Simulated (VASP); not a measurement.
Ir: single point with PBEsol

Crystal: Ir.

```
Ir
1.0
     2.67596    0.00000    0.00000
    -1.33798    2.31745    0.00000
     0.00000    0.00000    4.33997
Ir
2
Direct
  0.66667 0.33333 0.75000
  0.33333 0.66667 0.25000
```

This isn't the form of Ir at room conditions, which is fcc.

```yaml
Program: VASP 6.6.1
Task: single point
Functional: PBEsol
Potentials_or_basis: VASP PAW PBE potentials, release 64 (Ir_sv_GW)
Cutoff: 560 eV
k_mesh: 12 × 12 × 7
Occupations: fermi-dirac, width 0.1 eV
Spin: no spin polarisation
```

```json
{"Pressure": "18.8 GPa", "Band gap on the k mesh": "zero (bands 17 and 18 overlap by 3.66 eV)"}
```

Stress tensor (GPa, compression positive):
```
18.30  0.00  0.00
 0.00 18.30  0.00
 0.00  0.00 19.78
```

Levels at points of the mesh, in eV from the Fermi level:
```csv
k point,band 15,band 16,band 17,band 18,band 19,band 20
"(0.00, 0.00, 0.00)",-3.48,-2.60,-2.60,-1.01,0.28,0.28
"(0.50, 0.00, 0.00)",-3.25,0.79,1.08,1.25,3.16,4.68
```

Run time: 52 s on 1 thread of Intel(R) Xeon(R) Platinum 8375C CPU @ 2.90GHz (Ice Lake) (shared host), peak memory 0.19 GiB.

Caveat: the cell stands under pressure; the PAW data sets were made with another functional, which shifts forces and pressure a little; spin-orbit coupling is left out, which moves the levels of the heavy elements.
